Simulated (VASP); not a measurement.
Crystal: Pt.

```
Pt
1.0
     0.00000    3.92180    3.92180
     3.92180    0.00000    3.92180
     3.92180    3.92180    0.00000
Pt
8
Direct
  0.00000 0.00000 0.00000
  0.00000 0.00000 0.50000
  0.00000 0.50000 0.00000
  0.00000 0.50000 0.50000
  0.50000 0.00000 0.00000
  0.50000 0.00000 0.50000
  0.50000 0.50000 0.00000
  0.50000 0.50000 0.50000
```

Base run:

| Quantity | Value |
| --- | --- |
| Program | VASP 6.6.1 |
| Functional | PBEsol |
| Potentials or basis | VASP PAW PBE potentials, release 64 (Pt) |
| Cutoff | 520 eV |
| k mesh | 7 × 7 × 7 |
| Occupations | fermi-dirac, width 0.05 eV |
| Spin | no spin polarisation |

Its results: band gap on the k mesh zero (bands 40 and 41 overlap by 0.86 eV); pressure -1.3 GPa.

The run is repeated on the same cell with these changes: k mesh from 7 × 7 × 7 to 3 × 3 × 3. What comes out?

Band gap on the k mesh zero (bands 40 and 41 overlap by 0.94 eV); pressure -3.9 GPa.

Caveats: some runs use coarse meshes; the PAW data sets were made with another functional, which shifts forces and pressure a little; spin-orbit coupling is left out, which moves the levels of the heavy elements.
